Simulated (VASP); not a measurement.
Input of a VASP 6.6.1 run:

File INCAR:

```
SYSTEM = Ta
ALGO     = Normal         ! electronic algorithm
EDIFF    = 1E-6           ! SCF threshold, eV
ENCUT    = 520            ! plane-wave cutoff, eV
GGA      = PS             ! functional
ISIF     = 2              ! what is computed and relaxed
ISMEAR   = -1             ! smearing method
LASPH    = .TRUE.         ! aspherical terms in the spheres
LCHARG   = .FALSE.        ! write CHGCAR
LREAL    = .FALSE.        ! projectors in reciprocal space
LWAVE    = .FALSE.        ! write WAVECAR
NBANDS   = 12             ! bands
NELM     = 80             ! most SCF steps
PREC     = Accurate       ! precision mode
SIGMA    = 0.1            ! smearing width, eV
```

The input KPOINTS:

```
k-points
0
G
  24 24 24
  0 0 0
```

The input POSCAR:

```
Ta
1.0
   -1.6170228539      1.6170228539      1.6170228539
    1.6170228539     -1.6170228539      1.6170228539
    1.6170228539      1.6170228539     -1.6170228539
Ta
1
Direct
    0.0000000000      0.0000000000      0.0000000000
```

Potentials or basis: VASP PAW PBE potentials, release 64 (Ta_pv).

Launch:

```bash
$ cat potpaw_PBE.64/Ta_pv/POTCAR > POTCAR
$ mpirun -np 1 vasp_std > vasp.out
```

Question: What does it give for the pressure?

Answer: 10.3 GPa.

Caveat: the PAW data sets were made with another functional, which shifts forces and pressure a little.
